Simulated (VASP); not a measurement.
# GaN: single point with PBE

The system is GaN.

```
Ga N
1.0
     3.08460    0.00000    0.00000
    -1.54230    2.75396    0.00000
     0.00000    0.00000    5.16600
Ga N
2 2
Cartesian
  0.0000 1.8360 0.0000
  1.5423 0.9180 2.5830
  0.0000 1.8360 1.9373
  1.5423 0.9180 4.5203
```

This cell differs from its parent crystal: strain -0.0300 x Voigt [1, 0, 0, 0, 0, 0].

- Program: VASP 6.6.1
- Task: single point
- Functional: PBE
- Potentials or basis: VASP PAW PBE potentials, release 64 (Ga_d, N)
- Cutoff: 520 eV
- k mesh: 12 × 12 × 6
- Occupations: gaussian, width 0.05 eV
- Spin: no spin polarisation
- Dipole correction: no
- Further INCAR settings: ALGO = Normal; EDIFF = 1e-06; NBANDS = 26

```
Pressure               : 14.0 GPa
Largest force          : 0.345 eV/Å
Band gap on the k mesh : 2.05 eV
```

Forces in eV/Å, atoms in the order of the input:
```
Ga   0.000  0.298  0.066
Ga   0.000 -0.298  0.066
N    0.000  0.339 -0.066
N    0.000 -0.339 -0.066
```

Stress tensor (GPa, compression positive):
```
20.66  0.00  0.00
 0.00 10.30  0.00
 0.00  0.00 11.13
```

Levels at points of the mesh, in eV from the valence-band top:
| k point | band 15 | band 16 | band 17 | band 18 | band 19 | band 20 | band 21 | band 22 |
| --- | --- | --- | --- | --- | --- | --- | --- | --- |
| (0.00, 0.00, 0.00) | -1.04 | -0.19 | -0.15 | 0.00 | 2.05 | 4.53 | 9.21 | 9.95 |
| (0.50, 0.00, 0.00) | -4.43 | -3.03 | -2.43 | -1.22 | 4.99 | 5.56 | 6.02 | 8.84 |
| (0.00, 0.50, 0.00) | -4.60 | -2.70 | -2.43 | -0.97 | 5.55 | 5.82 | 5.97 | 8.64 |
| (0.00, 0.00, 0.50) | -0.68 | -0.68 | -0.53 | -0.53 | 4.43 | 4.43 | 8.52 | 8.52 |
| (0.50, 0.00, 0.50) | -2.21 | -2.21 | -2.10 | -2.10 | 4.34 | 4.34 | 7.86 | 7.86 |
| (0.00, 0.50, 0.50) | -2.18 | -2.18 | -1.91 | -1.91 | 4.50 | 4.50 | 8.04 | 8.04 |

It took 58 s on 1 thread of Intel(R) Xeon(R) 6975P-C (Granite Rapids), on a shared host, peak memory 0.27 GiB.

Caveat: the cell differs from its parent crystal (strain -0.0300 x Voigt [1, 0, 0, 0, 0, 0]); the cell stands under pressure.
